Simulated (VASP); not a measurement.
Set up this calculation in VASP 6.6.1, as the native input.

```
Task                   : single point
Functional             : revPBE
Potentials or basis    : VASP PAW PBE potentials, release 64 (Zr_sv)
Cutoff                 : 520 eV
k mesh                 : 18 × 18 × 10
Occupations            : fermi-dirac, width 0.05 eV
Spin                   : collinear spin
Starting moments       : [1.0, 1.0] μB
Dipole correction      : no
Further INCAR settings : ALGO = Normal; EDIFF = 1e-06; NBANDS = 23
```

The structure of Zr lies in POSCAR:

```
Zr
1.0
    3.2535341558      0.0000000000      0.0000000000
   -1.6267670779      2.8176432310      0.0000000000
    0.0000000000      0.0000000000      5.1892721269
Zr
2
Direct
    0.3333333333      0.6666666667      0.2500000000
    0.6666666667      0.3333333333      0.7500000000
```

These files were run (other wordings do the same):

INCAR

```
SYSTEM = Zr
  PREC = Accurate
  ENCUT = 520
  EDIFF = 1E-6
  ISMEAR = -1
  SIGMA = 0.05
  LREAL = .FALSE.
  LASPH = .TRUE.
  NELM = 150
  ALGO = Normal
  ISIF = 2
  LWAVE = .FALSE.
  LCHARG = .TRUE.
  ISPIN = 2
  MAGMOM = 1 1
  LORBIT = 11
  LMAXMIX = 4
  GGA = RE
  LELF = .TRUE.
  LVHAR = .TRUE.
  NBANDS = 23
```

KPOINTS

```
Automatic mesh
0
G
  18 18 10
  0 0 0
```

Potentials or basis: VASP PAW PBE potentials, release 64 (Zr_sv).

The run is started by

```sh
$ cat potpaw_PBE.64/Zr_sv/POTCAR > POTCAR
$ mpirun -np 1 vasp_std > vasp.out
```

Results of the run:

```json
{
  "Pressure": "0.1 GPa",
  "Band gap on the k mesh": "zero (filled and empty bands overlap)",
  "Net moment": "0.00 μB per cell",
  "Valence electrons inside the program's atomic spheres": "Zr 9.79"
}
```

Caveat: the PAW data sets were made with another functional, which shifts forces and pressure a little.

Wall time 4.1 min on 1 thread of Intel(R) Xeon(R) Platinum 8488C (Sapphire Rapids), on a shared host, peak memory 0.42 GiB.
